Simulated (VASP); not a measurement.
# Co (P-3m1) in VASP: single point with PBE+U

Aim: the single point of Co with PBE+U.

All numbers are computed with VASP 6.6.1; they aren't measurements. Logs are shortened: lines on timing, memory, paths and dates and some standing lists are left out, and cuts for length are marked.

### 1 The cell of the first run

Symmetry: P-3m1, No. 164, trigonal system. Conventional cell: a = 2.487 Å, b = 2.487 Å, c = 4.063 Å, α = 90.00°, β = 90.00°, γ = 120.00°. Within 3.2 Å of Co (site symmetry 3m) lie 12 Co at 2.42 to 2.55 Å.

### 2 Single point, PBE+U, collinear spin, antiferromagnetic start

Contents of INCAR:

```
SYSTEM = Co
  ALGO = Normal
  EDIFF = 1E-6
  ENCUT = 690
  GGA = PE
  GGA_COMPAT = .FALSE.
  ISIF = 2
  ISMEAR = -1
  ISPIN = 2
  LASPH = .TRUE.
  LCHARG = .FALSE.
  LDAU = .TRUE.
  LDAUJ = 0
  LDAUL = 2
  LDAUPRINT = 1
  LDAUTYPE = 2
  LDAUU = 5
  LMAXMIX = 4
  LORBIT = 11
  LREAL = .FALSE.
  LWAVE = .FALSE.
  MAGMOM = 2 -2
  NBANDS = 28
  NELM = 200
  PREC = Accurate
  SIGMA = 0.08
```

Contents of KPOINTS:

```
k-points
0
G
  15 15 8
  0 0 0
```

Contents of POSCAR:

```
Co
1.0
    2.4873648738      0.0000000000      0.0000000000
   -1.2436824369      2.1541211692      0.0000000000
    0.0000000000      0.0000000000      4.0632895034
Co
2
Direct
    0.6666666667      0.3333333333      0.2598610000
    0.3333333333      0.6666666667      0.7401390000
```

Potentials or basis: VASP PAW PBE potentials, release 64 (Co_sv).

The run is started by

```bash
$ cat potpaw_PBE.64/Co_sv/POTCAR > POTCAR
$ mpirun -np 1 vasp_std > vasp.out
```

OUTCAR:

```text
SYSTEM = Co
   EDIFF = 1E-6
   ENCUT = 690
   GGA = PE
   ISIF = 2
   ISMEAR = -1
   ISPIN = 2
   LASPH = .TRUE.
   LORBIT = 11
   LREAL = .FALSE.
   NELM = 200
   PREC = Accurate

 ion  position               nearest neighbor table
   1  0.667  0.333  0.260-   2 2.42   2 2.42   2 2.42
   2  0.333  0.667  0.740-   1 2.42   1 2.42   1 2.42

  LATTYP: Found a hexagonal cell.
 ALAT       =     2.4873648738
 C/A-ratio  =     1.6335719565

  Lattice vectors:

 A1 = (   2.4873648738,   0.0000000000,   0.0000000000)
 A2 = (  -1.2436824369,   2.1541211692,   0.0000000000)
 A3 = (   0.0000000000,   0.0000000000,   4.0632895034)

Analysis of symmetry for initial positions (statically):
=====================================================================
 Subroutine PRICEL returns:
 Original cell was already a primitive cell.

 Routine SETGRP: Setting up the symmetry group for a
 hexagonal supercell.

 Subroutine GETGRP returns: Found 12 space group operations
 (whereof 12 operations were pure point group operations)
 out of a pool of 24 trial point group operations.

The static configuration has the point symmetry D_3d.

Analysis of symmetry for dynamics (positions and initial velocities):
=====================================================================
 Subroutine PRICEL returns:
 Original cell was already a primitive cell.

 Routine SETGRP: Setting up the symmetry group for a
 hexagonal supercell.

 Subroutine GETGRP returns: Found 12 space group operations
 (whereof 12 operations were pure point group operations)
 out of a pool of 24 trial point group operations.

The dynamic configuration has the point symmetry D_3d.

Analysis of structural, dynamic, and magnetic symmetry:
=====================================================================
 Subroutine PRICEL returns:
 Original cell was already a primitive cell.

 Routine SETGRP: Setting up the symmetry group for a
 hexagonal supercell.

 Subroutine GETGRP returns: Found 12 space group operations
 (whereof 12 operations were pure point group operations)
 out of a pool of 24 trial point group operations.

The overall configuration has the point symmetry D_3d.

 Subroutine INISYM returns: Found 12 space group operations
 (whereof 12 operations are pure point group operations),
 and found     1 'primitive' translations

----------------------------------------------------------------------------------------

                                     Primitive cell

  volume of cell :      21.7715

  direct lattice vectors                    reciprocal lattice vectors
     2.487364874  0.000000000  0.000000000     0.402031889  0.232113220  0.000000000
    -1.243682437  2.154121169  0.000000000     0.000000000  0.464226439  0.000000000
     0.000000000  0.000000000  4.063289503     0.000000000  0.000000000  0.246106018

  length of vectors
     2.487364874  2.487364874  4.063289503     0.464226439  0.464226439  0.246106018

  position of ions in fractional coordinates (direct lattice)
     0.666666667  0.333333333  0.259861000
     0.333333333  0.666666667  0.740139000

  ion indices of the primitive-cell ions
   primitive index   ion index
                 1           1
                 2           2

----------------------------------------------------------------------------------------

 KPOINTS: k-points

Automatic generation of k-mesh.
 Grid dimensions read from file:
 generate k-points for:   15   15    8

 Generating k-lattice:

  Cartesian coordinates                     Fractional coordinates (reciprocal lattice)
     0.026802126  0.015474215  0.000000000     0.066666667  0.000000000  0.000000000
     0.000000000  0.030948429  0.000000000     0.000000000  0.066666667  0.000000000
     0.000000000  0.000000000  0.030763252     0.000000000  0.000000000  0.125000000

  Length of vectors
     0.030948429  0.030948429  0.030763252

  Shift w.r.t. Gamma in fractional coordinates (k-lattice)
     0.000000000  0.000000000  0.000000000

 Subroutine IBZKPT returns following result:
[... 59 lines left out ...]
   PSTRESS=    0.0 pullay stress
   NELECT =      34.0000    total number of electrons
   NUPDOWN=      -1.0000    fix difference up-down
   EMIN   =  10.00;   EMAX   =-10.00  energy-range for DOS
   EFERMI =   0.00;   METHOD = LEGACY
   ISMEAR =    -1;   SIGMA  =   0.08  broadening in eV -4-tet -1-fermi 0-gaus
   EFERMI_NEDOS =   21; number of points for ismear=-14 and -15
   IALGO  =     38    algorithm
   IMIX   =      4    mixing-type and parameters
     AMIX     =   0.40;   BMIX     =  1.00
     AMIX_MAG =   1.60;   BMIX_MAG =  1.00
  volume/ion in A,a.u.               =      10.89        73.46
  Fermi-wavevector in a.u.,A,eV,Ry     =   1.899351  3.589254 49.083508  3.607536
  Thomas-Fermi vector in A             =   2.938709
   LORBIT       =     11    0 simple, 1 ext, 2 COOP (PROOUT), +10 PAW based schemes
 LDA+U is selected, type is set to LDAUTYPE =  2
   angular momentum for each species LDAUL =     2
   U (eV)           for each species LDAUU =   5.0
   J (eV)           for each species LDAUJ =   0.0
   GGA     = PE    functional components
   LHFCALC =     F    Hartree Fock is set to
   AEXX    =    0.0000 exact exchange contribution
   IVDW    =     0    specifies the selected vdW correction
   LEPSILON=     F    determine dielectric tensor
   LRPA    =     F    only Hartree local field effects (RPA)
 spin polarized calculation
  energy-cutoff  :      690.00
  volume of cell :       21.77
 maximum number of plane-waves:       917
 NGX is ok and might be reduce to    24
   NGX = 11   NGY = 11   NGZ = 17

 number of electron      34.0000002 magnetization       0.0000000

atom =   1  type =  1  l = 2

 onsite density matrix

spin component  1

  0.8949  0.0000  0.0000 -0.0008  0.0000
  0.0000  0.8980 -0.0000  0.0000 -0.0008
  0.0000 -0.0000  0.8623 -0.0000  0.0000
 -0.0008  0.0000 -0.0000  0.8980  0.0000
  0.0000 -0.0008  0.0000  0.0000  0.8949

spin component  2

  0.5445  0.0000 -0.0000  0.0055 -0.0000
  0.0000  0.1902  0.0000 -0.0000  0.0055
 -0.0000  0.0000  0.8443  0.0000  0.0000
  0.0055 -0.0000  0.0000  0.1902 -0.0000
 -0.0000  0.0055  0.0000 -0.0000  0.5445

 occupancies and eigenvectors

  o =  0.1902  v =  0.0000  0.0000  0.0000  0.0000  0.0000  0.0156  0.0000  0.0000 -0.9999 -0.0000      0.0000  0.0000  0.0000  0.0000  0.0000  0.0000  0.0000  0.0000  0.0000  0.0000
  o =  0.1902  v =  0.0000  0.0000  0.0000  0.0000  0.0000  0.0000 -0.9999 -0.0000 -0.0000  0.0156      0.0000  0.0000  0.0000  0.0000  0.0000  0.0000  0.0000  0.0000  0.0000  0.0000
  o =  0.5446  v =  0.0000  0.0000  0.0000  0.0000  0.0000 -0.9864 -0.0025  0.0000 -0.0154 -0.1638      0.0000  0.0000  0.0000  0.0000  0.0000  0.0000  0.0000  0.0000  0.0000  0.0000
  o =  0.5446  v =  0.0000  0.0000  0.0000  0.0000  0.0000 -0.1638  0.0154 -0.0000 -0.0025  0.9864      0.0000  0.0000  0.0000  0.0000  0.0000  0.0000  0.0000  0.0000  0.0000  0.0000
  o =  0.8443  v =  0.0000  0.0000  0.0000  0.0000  0.0000  0.0000 -0.0000 -1.0000 -0.0000 -0.0000      0.0000  0.0000  0.0000  0.0000  0.0000  0.0000  0.0000  0.0000  0.0000  0.0000
  o =  0.8623  v =  0.0000  0.0000 -1.0000 -0.0000  0.0000  0.0000  0.0000  0.0000  0.0000  0.0000      0.0000  0.0000  0.0000  0.0000  0.0000  0.0000  0.0000  0.0000  0.0000  0.0000
  o =  0.8947  v =  0.9694 -0.0001 -0.0000  0.2454 -0.0005  0.0000  0.0000  0.0000  0.0000  0.0000      0.0000  0.0000  0.0000  0.0000  0.0000  0.0000  0.0000  0.0000  0.0000  0.0000
  o =  0.8947  v = -0.0005 -0.2454 -0.0000 -0.0001 -0.9694  0.0000  0.0000  0.0000  0.0000  0.0000      0.0000  0.0000  0.0000  0.0000  0.0000  0.0000  0.0000  0.0000  0.0000  0.0000
  o =  0.8982  v = -0.2454  0.0000 -0.0000  0.9694 -0.0000  0.0000  0.0000  0.0000  0.0000  0.0000      0.0000  0.0000  0.0000  0.0000  0.0000  0.0000  0.0000  0.0000  0.0000  0.0000
  o =  0.8982  v = -0.0000 -0.9694  0.0000  0.0000  0.2454  0.0000  0.0000  0.0000  0.0000  0.0000      0.0000  0.0000  0.0000  0.0000  0.0000  0.0000  0.0000  0.0000  0.0000  0.0000

atom =   2  type =  1  l = 2

 onsite density matrix

spin component  1

  0.5445  0.0000 -0.0000  0.0055 -0.0000
  0.0000  0.1902  0.0000 -0.0000  0.0055
 -0.0000  0.0000  0.8443  0.0000  0.0000
  0.0055 -0.0000  0.0000  0.1902  0.0000
 -0.0000  0.0055  0.0000  0.0000  0.5445

spin component  2

  0.8949  0.0000  0.0000 -0.0008  0.0000
  0.0000  0.8980 -0.0000  0.0000 -0.0008
  0.0000 -0.0000  0.8623 -0.0000  0.0000
 -0.0008  0.0000 -0.0000  0.8980 -0.0000
  0.0000 -0.0008  0.0000 -0.0000  0.8949

 occupancies and eigenvectors

  o =  0.1902  v = -0.0156 -0.0000 -0.0000  0.9999  0.0000  0.0000  0.0000  0.0000  0.0000  0.0000      0.0000  0.0000  0.0000  0.0000  0.0000  0.0000  0.0000  0.0000  0.0000  0.0000
  o =  0.1902  v = -0.0000  0.9999  0.0000  0.0000 -0.0156  0.0000  0.0000  0.0000  0.0000  0.0000      0.0000  0.0000  0.0000  0.0000  0.0000  0.0000  0.0000  0.0000  0.0000  0.0000
  o =  0.5446  v =  0.9999  0.0000 -0.0000  0.0156 -0.0000  0.0000  0.0000  0.0000  0.0000  0.0000      0.0000  0.0000  0.0000  0.0000  0.0000  0.0000  0.0000  0.0000  0.0000  0.0000
  o =  0.5446  v = -0.0000 -0.0156  0.0000 -0.0000 -0.9999  0.0000  0.0000  0.0000  0.0000  0.0000      0.0000  0.0000  0.0000  0.0000  0.0000  0.0000  0.0000  0.0000  0.0000  0.0000
  o =  0.8443  v =  0.0000  0.0000  1.0000  0.0000  0.0000  0.0000  0.0000  0.0000  0.0000  0.0000      0.0000  0.0000  0.0000  0.0000  0.0000  0.0000  0.0000  0.0000  0.0000  0.0000
  o =  0.8623  v =  0.0000  0.0000  0.0000  0.0000  0.0000 -0.0000 -0.0000  1.0000  0.0000 -0.0000      0.0000  0.0000  0.0000  0.0000  0.0000  0.0000  0.0000  0.0000  0.0000  0.0000
  o =  0.8947  v =  0.0000  0.0000  0.0000  0.0000  0.0000  0.9694 -0.0000 -0.0000  0.2454 -0.0001      0.0000  0.0000  0.0000  0.0000  0.0000  0.0000  0.0000  0.0000  0.0000  0.0000
  o =  0.8947  v =  0.0000  0.0000  0.0000  0.0000  0.0000  0.0001  0.2454  0.0000  0.0000  0.9694      0.0000  0.0000  0.0000  0.0000  0.0000  0.0000  0.0000  0.0000  0.0000  0.0000
  o =  0.8982  v =  0.0000  0.0000  0.0000  0.0000  0.0000 -0.2454 -0.0000 -0.0000  0.9694  0.0000      0.0000  0.0000  0.0000  0.0000  0.0000  0.0000  0.0000  0.0000  0.0000  0.0000
  o =  0.8982  v =  0.0000  0.0000  0.0000  0.0000  0.0000  0.0000 -0.9694  0.0000 -0.0000  0.2454      0.0000  0.0000  0.0000  0.0000  0.0000  0.0000  0.0000  0.0000  0.0000  0.0000

 number of electron      34.0000002 magnetization      -0.0000000

 Free energy of the ion-electron system (eV)
  ---------------------------------------------------
  ext. energy  EPLUGINS =         0.00000000
  ---------------------------------------------------
  free energy    TOTEN  =        -5.25097569 eV

  energy without entropy =       -5.21471331  energy(sigma->0) =       -5.23284450

 E-fermi :  12.2564     XC(G=0): -13.8344

 val. band max:       12.2463868132   @ k =   0.2667   0.2667   0.1250
 cond. band min:      12.2744001882   @ k =   0.0000   0.4000   0.3750
 fundamental gap:      0.0280133750
 Fermi energy:        12.2564227218

 spin component 1

 k-point     1 :       0.0000    0.0000    0.0000
  band No.  band energies     occupation
      1     -84.0150      1.00000
      2     -81.4498      1.00000
      3     -47.3843      1.00000
      4     -47.0951      1.00000
      5     -47.0951      1.00000
      6     -44.8085      1.00000
[... 1481 lines left out ...]
     27      31.3662      0.00000
     28      40.4647      0.00000

 [... further k-points ...]
[... 5 lines left out ...]
  --------------------------------------------------------------------------------------
  -------------------------------------------------------------------------------------
  Total        1.3738833      1.3738833      7.0041198      0.0000000      0.0000000      0.0000000
  in kB      101.1050944    101.1050944    515.4383831      0.0000000      0.0000000      0.0000000
  external PRESSURE =     239.2161906 kB  Pullay stress =       0.0000000 kB

 VOLUME and BASIS-vectors are now :
 -----------------------------------------------------------------------------
  energy-cutoff  :      690.00
  volume of cell :       21.77
      direct lattice vectors                 reciprocal lattice vectors
     2.487364874  0.000000000  0.000000000     0.402031889  0.232113220  0.000000000
    -1.243682437  2.154121169  0.000000000     0.000000000  0.464226439  0.000000000
     0.000000000  0.000000000  4.063289503     0.000000000  0.000000000  0.246106018

 POSITION                                       TOTAL-FORCE (eV/Angst)
 -----------------------------------------------------------------------------------
      1.24368      0.71804      1.05589        -0.000000      0.000000     -1.261103
     -0.00000      1.43608      3.00740         0.000000     -0.000000      1.261103
 -----------------------------------------------------------------------------------
    total drift:                                0.000000     -0.000000      0.000000

  FREE ENERGIE OF THE ION-ELECTRON SYSTEM (eV)
  ---------------------------------------------------
  free  energy   TOTEN  =        -5.2509756930 eV

  energy  without entropy=       -5.2147133099  energy(sigma->0) =       -5.23284450

 total charge

# of ion       s       p       d       tot
------------------------------------------
    1        2.255   6.132   6.732  15.119
    2        2.255   6.132   6.732  15.119
--------------------------------------------------
tot          4.509  12.264  13.464  30.238

 magnetization (x)

# of ion       s       p       d       tot
------------------------------------------
    1        0.006   0.007   2.131   2.144
    2       -0.006  -0.007  -2.131  -2.144
--------------------------------------------------
tot          0.000   0.000   0.000   0.000
```

Wall time 4.5 min (1 thread of Intel Xeon Platinum 8488C (Sapphire Rapids), shared host); peak memory 0.34 GiB.

Results:

```
Free energy                                           : -5.2510 eV
Pressure                                              : 23.9 GPa
Largest force                                         : 1.261 eV/Å
Band gap on the k mesh                                : zero (filled and empty bands overlap)
Net moment                                            : 0.00 μB per cell
Site moments                                          : Co +2.14, -2.14 μB
Valence electrons inside the program's atomic spheres : Co 15.12
```

Forces on the atoms (eV/Å):
```
Co   0.000  0.000 -1.261
Co   0.000  0.000  1.261
```

Levels at points of the mesh, in eV from the Fermi level:
Spin up:
```tsv
k point	band 15	band 16	band 17	band 18	band 19	band 20
(0.00, 0.00, 0.00)	-3.47	-0.84	-0.84	-0.60	2.55	2.55
(0.00, 0.00, 0.50)	-4.02	-3.21	-0.72	-0.72	2.54	2.54
```
Spin down:
```
           k point  band 13  band 14  band 15  band 16  band 17  band 18  band 19  band 20  band 21  band 22
(0.00, 0.00, 0.00)    -3.97    -3.97    -3.47    -0.84    -0.84    -0.60     2.55     2.55     5.80    21.42
(0.00, 0.00, 0.50)    -4.34    -4.02    -4.02    -3.21    -0.72    -0.72     2.54     2.54    13.70    14.76
```

Eigenvalues of the final occupation matrices:
```
    site  spin  trace               eigenvalues
site 1 d     1   4.45  0.86 0.89 0.89 0.90 0.90
site 1 d     2   2.31  0.19 0.19 0.54 0.54 0.84
site 2 d     1   2.31  0.19 0.19 0.54 0.54 0.84
site 2 d     2   4.45  0.86 0.89 0.89 0.90 0.90
```

Caveat: the stress differs along the axes, from 10 to 52 GPa; the antiferromagnetic order is the one typed at the start, and another may lie lower; the U is typed as a test and isn't derived for this compound; forces of over 1 eV/Å act on the atoms, so gaps and moduli don't describe the material at rest. The state reached can hang on the start; a lower one may exist.

The gap in the log of VASP goes by the Fermi energy; the results here count the filled bands.